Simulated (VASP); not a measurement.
# Al15CoN16 (a cell with a defect) in VASP: notebook

The runs below take Al15CoN16 (a cell with a defect) through relaxation of the atoms, single point, with PBEsol+U.

Program: VASP 6.6.1. These are calculated values, not measurements. Logs are shortened: lines on timing, memory, paths and dates and some standing lists are left out, and cuts for length are marked.

## Step 1: The cell of the first run

The cell holds a defect, 32 atoms: a = 6.220 Å, b = 6.220 Å, c = 9.960 Å, α = 90.00°, β = 90.00°, γ = 120.00°.

## Step 2: Relaxation of the atoms, PBEsol+U, collinear spin, zero start (atoms moved at random)

INCAR reads:

```
SYSTEM = Al15CoN16
ALGO     = Normal         ! electronic algorithm
EDIFF    = 1E-5           ! SCF threshold, eV
EDIFFG   = -0.03          ! ionic threshold
ENCUT    = 450            ! plane-wave cutoff, eV
GGA      = PS             ! functional
IBRION   = 2              ! ionic algorithm
ISIF     = 2              ! what is computed and relaxed
ISMEAR   = 0              ! smearing method
ISPIN    = 2              ! spin polarisation
ISYM     = 0            
KPAR     = 4            
LASPH    = .TRUE.         ! aspherical terms in the spheres
LCHARG   = .FALSE.        ! write CHGCAR
LDAU     = .TRUE.         ! DFT+U
LDAUJ    = 0 0 0        
LDAUL    = 2 -1 -1        ! shell
LDAUPRINT= 1            
LDAUTYPE = 2            
LDAUU    = 4 0 0          ! U, eV
LMAXMIX  = 4              ! l up to which the mixer works
LORBIT   = 11             ! projections on sites
LREAL    = Auto         
LWAVE    = .FALSE.        ! write WAVECAR
MAGMOM   = 0 0 0 0 0 0 0 0 0 0 0 0 0 0 0 0 0 0 0 0 0 0 0 0 0 0 0 0 0 0 0 0 ! initial moments
NELM     = 120            ! most SCF steps
NSW      = 60             ! ionic steps
NUPDOWN  = 0              ! fixed moment
PREC     = Accurate       ! precision mode
SIGMA    = 0.03           ! smearing width, eV
```

KPOINTS reads:

```
k-points
0
G
  3 3 2
  0 0 0
```

POSCAR reads:

```
Al15CoN16
1.0
    6.2200008610      0.0000000000      0.0000000000
   -3.1100004305      5.3866787572      0.0000000000
    0.0000000000      0.0000000000      9.9600000000
Co Al N
1 15 16
Direct
    0.3338800000      0.1649330000      0.0032050000
    0.3442000000      0.1721400000      0.5027360000
    0.3280840000      0.6650910000      0.0025890000
    0.3311050000      0.6567850000      0.5003680000
    0.8344720000      0.1696210000     -0.0014620000
    0.8310290000      0.1644310000      0.5022720000
    0.8432940000      0.6676880000      0.0024990000
    0.8328270000      0.6602550000      0.4981870000
    0.1703340000      0.3423070000      0.2487880000
    0.1630310000      0.3341300000      0.7479260000
    0.1624710000      0.8295610000      0.2538870000
    0.1771750000      0.8423270000      0.7492980000
    0.6697360000      0.3309760000      0.2471610000
    0.6540630000      0.3262510000      0.7454490000
    0.6653700000      0.8340450000      0.2465410000
    0.6678170000      0.8358200000      0.7506950000
    0.3348930000      0.1688130000      0.1903760000
    0.3366050000      0.1647640000      0.6887490000
    0.3394700000      0.6739810000      0.1952730000
    0.3270110000      0.6632520000      0.6960480000
    0.8234900000      0.1619250000      0.1921200000
    0.8326120000      0.1730530000      0.6920910000
    0.8399870000      0.6726240000      0.1865380000
    0.8362260000      0.6771680000      0.6939450000
    0.1685270000      0.3355660000      0.4410200000
    0.1672850000      0.3362050000      0.9430900000
    0.1670680000      0.8333510000      0.4421270000
    0.1686280000      0.8282890000      0.9464560000
    0.6613930000      0.3310710000      0.4458950000
    0.6752120000      0.3345290000      0.9395900000
    0.6765190000      0.8399260000      0.4438090000
    0.6616860000      0.8347060000      0.9403160000
```

Potentials or basis: VASP PAW PBE potentials, release 64 (Co, Al, N).

Started as:

```
$ cat potpaw_PBE.64/Co/POTCAR potpaw_PBE.64/Al/POTCAR potpaw_PBE.64/N/POTCAR > POTCAR
$ mpirun -np 4 vasp_std > vasp.out
```

OUTCAR:

```text
SYSTEM = Al15CoN16
   EDIFF = 1E-5
   EDIFFG = -0.03
   ENCUT = 450
   GGA = PS
   IBRION = 2
   ISIF = 2
   ISMEAR = 0
   ISPIN = 2
   ISYM = 0
   LASPH = .TRUE.
   LORBIT = 11
   LREAL = Auto
   NELM = 120
   NSW = 60
   NUPDOWN = 0
   PREC = Accurate

 ion  position               nearest neighbor table
   1  0.334  0.165  0.003-  17 1.86  28 1.90  26 1.92  30 1.94  13 3.03   9 3.06  12 3.07   7 3.07
                            11 3.08   3 3.09  14 3.09   5 3.10   5 3.12   3 3.13  10 3.13   7 3.15
   2  0.344  0.172  0.503-  29 1.80  18 1.85  27 1.92  25 1.93  14 2.94  12 3.03   8 3.04   6 3.05
                             4 3.06  10 3.06  11 3.09  13 3.09   9 3.14   4 3.17   6 3.17   8 3.18
   3  0.328  0.665  0.003-  28 1.83  26 1.87  32 1.90  19 1.92   9 3.01   7 3.02  15 3.03  11 3.07
                             5 3.08  12 3.08   1 3.09  10 3.10  16 3.11   1 3.13   5 3.14   7 3.20
   4  0.331  0.657  0.500-  25 1.83  27 1.92  31 1.95  20 1.95  10 3.02   9 3.02   2 3.06  11 3.07
                            12 3.08  16 3.08   6 3.09  15 3.10   8 3.11   8 3.11   6 3.13   2 3.17
   5  0.834  0.170  0.999-  30 1.84  26 1.88  32 1.90  21 1.93  13 3.04  16 3.05  10 3.06  15 3.06
                             7 3.07   3 3.08   9 3.08   1 3.10  14 3.11   1 3.12   3 3.14   7 3.15
   6  0.831  0.164  0.502-  31 1.84  22 1.89  29 1.90  25 1.92  10 3.03  14 3.03  16 3.04   2 3.05
                             8 3.08   4 3.09  13 3.09  15 3.11   9 3.12   4 3.13   8 3.14   2 3.17
   7  0.843  0.668  0.002-  23 1.83  28 1.84  30 1.90  32 1.98   3 3.02  11 3.04  13 3.04  15 3.06
                             5 3.07   1 3.07  12 3.10  16 3.12   1 3.15   5 3.15  14 3.15   3 3.20
   8  0.833  0.660  0.498-  29 1.85  27 1.89  31 1.89  24 1.95  11 3.01   2 3.04  14 3.05  13 3.07
                             6 3.08  15 3.11   4 3.11   4 3.11  16 3.11  12 3.11   6 3.14   2 3.18
   9  0.170  0.342  0.249-  19 1.86  17 1.91  25 1.91  21 1.95   3 3.01   4 3.02  11 3.06   1 3.06
[... 17 lines left out ...]
  19  0.339  0.674  0.195-  15 1.83   9 1.86  11 1.89   3 1.92
  20  0.327  0.663  0.696-  10 1.85  12 1.85  16 1.91   4 1.95
  21  0.823  0.162  0.192-  13 1.82  15 1.85   5 1.93   9 1.95
  22  0.833  0.173  0.692-  10 1.86  14 1.87   6 1.89  16 1.91
[... 8 lines left out ...]
  31  0.677  0.840  0.444-   6 1.84   8 1.89   4 1.95  15 1.97
  32  0.662  0.835  0.940-  16 1.89   5 1.90   3 1.90   7 1.98

IMPORTANT INFORMATION: All symmetrisations will be switched off!
NOSYMM: (Re-)initialisation of all symmetry stuff for point group C_1.

----------------------------------------------------------------------------------------

                                     Primitive cell

  volume of cell :     333.7113

  direct lattice vectors                    reciprocal lattice vectors
     6.220000861  0.000000000  0.000000000     0.160771682  0.092821574  0.000000000
    -3.110000430  5.386678757  0.000000000     0.000000000  0.185643148  0.000000000
     0.000000000  0.000000000  9.960000000     0.000000000  0.000000000  0.100401606

  length of vectors
[... 543 lines left out ...]
  o =  0.9713  v =  0.0000  0.0000  0.0000  0.0000  0.0000  0.2493  0.4565 -0.3147  0.7785  0.1562      0.0000  0.0000  0.0000  0.0000  0.0000  0.0000  0.0000  0.0000  0.0000  0.0000
  o =  0.9725  v =  0.5253  0.3500  0.3584  0.6230  0.2915  0.0000  0.0000  0.0000  0.0000  0.0000      0.0000  0.0000  0.0000  0.0000  0.0000  0.0000  0.0000  0.0000  0.0000  0.0000
  o =  0.9836  v = -0.6793  0.2073  0.4515  0.3774 -0.3864  0.0000  0.0000  0.0000  0.0000  0.0000      0.0000  0.0000  0.0000  0.0000  0.0000  0.0000  0.0000  0.0000  0.0000  0.0000
  o =  0.9852  v =  0.0000  0.0000  0.0000  0.0000  0.0000  0.4303  0.4151 -0.0096 -0.2311 -0.7675      0.0000  0.0000  0.0000  0.0000  0.0000  0.0000  0.0000  0.0000  0.0000  0.0000

--------------------------------------- Ionic step       14  -------------------------------------------

 number of electron     133.9999986 magnetization      -0.0000001

 Free energy of the ion-electron system (eV)
  ---------------------------------------------------
  ext. energy  EPLUGINS =         0.00000000
  ---------------------------------------------------
  free energy    TOTEN  =      -246.27418751 eV

  energy without entropy =     -246.27418751  energy(sigma->0) =     -246.27418751

 E-fermi :   7.2763     XC(G=0): -11.1724

 val. band max:        7.1087368541   @ k =   0.0000   0.0000   0.0000
 cond. band min:       7.8903594827   @ k =   0.0000   0.0000   0.5000
 fundamental gap:      0.7816226286
 Fermi energy:         7.1911391259

 spin component 1

 k-point     1 :       0.0000    0.0000    0.0000
  band No.  band energies     occupation
      1      -9.1167      1.00000
      2      -8.2609      1.00000
      3      -8.1753      1.00000
      4      -7.1571      1.00000
      5      -7.1423      1.00000
      6      -7.1386      1.00000
[... 809 lines left out ...]
     78      13.1553      0.00000
     79      13.1724      0.00000
 Fermi energy:         7.2763071076

 spin component 2

 k-point     1 :       0.0000    0.0000    0.0000
  band No.  band energies     occupation
      1      -9.1176      1.00000
      2      -8.2594      1.00000
      3      -8.1787      1.00000
      4      -7.1611      1.00000
      5      -7.1460      1.00000
      6      -7.1368      1.00000
[... 809 lines left out ...]
     78      13.1549      0.00000
     79      13.1713      0.00000
 [bands above 79 left out]

------------------------ aborting loop because EDIFF is reached ----------------------------------------

  FORCE on cell =-STRESS in cart. coord.  units (eV):
  Direction    XX          YY          ZZ          XY          YZ          ZX
  --------------------------------------------------------------------------------------
  -------------------------------------------------------------------------------------
  Total        0.7599199      1.6383243     -2.1952461     -0.7592089     -0.6301576     -1.1900800
  in kB        3.6484429      7.8657400    -10.5395711     -3.6450293     -3.0254427     -5.7136795
  external PRESSURE =       0.3248706 kB  Pullay stress =       0.0000000 kB
[... 47 lines left out ...]
  FREE ENERGIE OF THE ION-ELECTRON SYSTEM (eV)
  ---------------------------------------------------
  free  energy   TOTEN  =      -246.2741875145 eV

  energy  without entropy=     -246.2741875145  energy(sigma->0) =     -246.27418751

 reached required accuracy - stopping structural energy minimisation

 total charge

# of ion       s       p       d       tot
------------------------------------------
    1        0.474   0.604   7.269   8.347
    2        0.369   0.443   0.000   0.812
    3        0.372   0.449   0.000   0.821
    4        0.369   0.442   0.000   0.811
    5        0.371   0.447   0.000   0.818
    6        0.369   0.442   0.000   0.811
[... 24 lines left out ...]
   31        1.223   2.617   0.000   3.841
   32        1.223   2.618   0.000   3.841
--------------------------------------------------
tot         25.623  48.882   7.269  81.774

 magnetization (x)

# of ion       s       p       d       tot
------------------------------------------
    1        0.000  -0.005   0.025   0.020
    2        0.000   0.000   0.000   0.000
    3       -0.000  -0.000   0.000  -0.000
    4        0.000   0.000   0.000   0.000
    5        0.000   0.000   0.000   0.000
    6        0.000   0.000   0.000   0.000
[... 24 lines left out ...]
   31        0.000   0.000   0.000   0.001
   32        0.000   0.000   0.000   0.000
--------------------------------------------------
tot          0.001  -0.020   0.025   0.007
```

Wall time 62 min (4 MPI ranks of Intel Xeon 6975P-C (Granite Rapids), shared host); peak memory 0.76 GiB.

Results:

- Free energy: -246.2742 eV
- Energy gained by relaxing: 49.0 meV/atom
- Ionic steps: 14
- Largest force after relaxing: 0.028 eV/Å
- Net moment: 0.00 μB per cell
- Site moments: Co +0.02; Al +0.00, -0.00 (each value once); N -0.00, +0.00, -0.03, +0.03 (each value once) μB
- Valence electrons inside the program's atomic spheres: Co 8.35; Al 0.81, 0.82 (each value once); N 3.78, 3.83, 3.85, 3.84, 3.80 (each value once)

Forces on the atoms (eV/Å):
```
Co   0.011  0.005 -0.001
Al  -0.014 -0.003  0.000
Al   0.016  0.010  0.010
Al   0.000  0.002  0.008
Al   0.005 -0.006 -0.016
Al  -0.006 -0.001  0.000
Al   0.007 -0.009 -0.004
Al  -0.018  0.000  0.009
Al  -0.016  0.005 -0.009
Al  -0.002  0.011  0.005
Al  -0.022 -0.010  0.013
Al   0.019 -0.015  0.003
Al  -0.006 -0.019 -0.019
Al   0.017  0.018  0.001
Al  -0.011  0.000 -0.009
Al   0.023 -0.002  0.009
N    0.001  0.012 -0.005
N    0.013  0.001  0.002
N   -0.020 -0.001 -0.001
N    0.016 -0.015  0.004
N   -0.003 -0.016 -0.008
N    0.004  0.022 -0.009
N   -0.015 -0.008 -0.010
N    0.011  0.009  0.005
N   -0.003  0.007  0.007
N    0.003  0.018 -0.014
N   -0.009 -0.005  0.024
N    0.006 -0.015  0.010
N   -0.008  0.000  0.009
N    0.014  0.009 -0.021
N    0.001 -0.004  0.006
N   -0.015  0.001  0.000
```

The path:
| step | energy change (eV) | largest force (eV/Å) | pressure (GPa) |
| --- | --- | --- | --- |
| 1 | 0.0000 | 2.5422 | 0.33 |
| 2 | -1.2938 | 1.3535 | 0.28 |
| 3 | -1.4443 | 0.7506 | 0.13 |
| 4 | -1.4936 | 0.5470 | 0.06 |
| 5 | -1.4939 | 0.5450 | 0.04 |
| 6 | -1.5402 | 0.2721 | 0.01 |
| 7 | -1.5413 | 0.2561 | 0.06 |
| 8 | -1.5532 | 0.1401 | 0.05 |
| 9 | -1.5546 | 0.1520 | 0.02 |
| 10 | -1.5617 | 0.0801 | 0.03 |
| 11 | -1.5624 | 0.0969 | 0.01 |
| 12 | -1.5655 | 0.0593 | 0.01 |
| 13 | -1.5656 | 0.0636 | 0.04 |
| 14 | -1.5667 | 0.0279 | 0.03 |

Final structure:
```
Co Al N
1.0
     6.22000    0.00000    0.00000
    -3.11000    5.38668    0.00000
     0.00000    0.00000    9.96000
Co Al N
1 15 16
Direct
  0.33415 0.16753 0.99863
  0.33331 0.16694 0.50088
  0.33794 0.66931 0.00242
  0.33395 0.66724 0.50032
  0.83396 0.16679 0.00195
  0.83393 0.16739 0.50033
  0.83423 0.66838 0.00179
  0.83425 0.66718 0.50016
  0.16487 0.33409 0.24965
  0.16870 0.33500 0.75164
  0.16534 0.83140 0.24936
  0.16854 0.83497 0.75158
  0.66492 0.33310 0.24891
  0.66872 0.33473 0.75093
  0.66717 0.83394 0.25167
  0.66807 0.83453 0.75066
  0.32779 0.16427 0.19025
  0.33469 0.16799 0.69205
  0.33470 0.66742 0.19266
  0.33458 0.66807 0.69144
  0.83174 0.16664 0.19236
  0.83530 0.16786 0.69139
  0.83209 0.66629 0.19227
  0.83521 0.66813 0.69122
  0.16727 0.33367 0.44096
  0.16700 0.33863 0.94352
  0.16764 0.83429 0.44067
  0.16723 0.82921 0.94326
  0.66565 0.33313 0.44049
  0.67569 0.33838 0.94044
  0.66748 0.83400 0.44214
  0.66937 0.83510 0.94156
```

Eigenvalues of the final occupation matrices:
```tsv
site	spin	trace	eigenvalues
site 1 d	1	3.66	0.33 0.41 0.97 0.97 0.98
site 1 d	2	3.64	0.32 0.39 0.97 0.97 0.99
```

Caveat: the k points lie up to 0.39 Å⁻¹ apart; the cell differs from its parent crystal (atoms moved at random); the cutoff is under 1.25 times the usual one of these potentials, so pressure, stress and relaxed cells hold a basis-set (Pulay) error; the PAW data sets were made with another functional, which shifts forces and pressure a little; the total moment is fixed, so each spin has its own Fermi level.

(Continued in part 2 of 2.)
